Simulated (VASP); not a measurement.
**BaF2: single point with r2SCAN**

Crystal: BaF2.

```
Ba F
1.0
     0.00000    3.15791    3.15791
     3.15791    0.00000    3.15791
     3.15791    3.15791    0.00000
Ba F
1 2
Direct
  0.00000 0.00000 0.00000
  0.25000 0.25000 0.25000
  0.75000 0.75000 0.75000
```

| Quantity | Value |
| --- | --- |
| Program | VASP 6.6.1 |
| Task | single point |
| Functional | r2SCAN |
| Potentials or basis | VASP PAW PBE potentials, release 64 (Ba_sv, F) |
| Cutoff | 660 eV |
| k mesh | 6 × 6 × 6 |
| Occupations | gaussian, width 0.01 eV |
| Spin | no spin polarisation |
| Dipole correction | no |
| Further INCAR settings | ALGO = Normal; EDIFF = 1e-06; NBANDS = 19 |

```yaml
Pressure: -2.4 GPa
Band_gap_on_the_k_mesh: 7.11 eV (least direct gap 7.16 eV)
```

Levels at points of the mesh, in eV from the valence-band top:
| k point | band 9 | band 10 | band 11 | band 12 | band 13 | band 14 | band 15 | band 16 |
| --- | --- | --- | --- | --- | --- | --- | --- | --- |
| (0.00, 0.00, 0.00) | -1.31 | -0.05 | -0.05 | -0.05 | 7.11 | 9.69 | 9.69 | 11.82 |
| (0.50, 0.00, 0.00) | -0.58 | -0.33 | -0.16 | -0.16 | 9.61 | 9.62 | 9.62 | 9.91 |
| (0.50, 0.50, 0.00) | -0.34 | -0.28 | -0.28 | -0.08 | 7.60 | 9.56 | 11.05 | 12.40 |

Wall time 3.4 min on 1 thread of Intel Xeon 8259CL, with other jobs on the host, peak memory 0.27 GiB.

Caveat: the PAW data sets were made with another functional, which shifts forces and pressure a little; spin-orbit coupling is left out, which moves the levels of the heavy elements. A k mesh can miss the band edges.
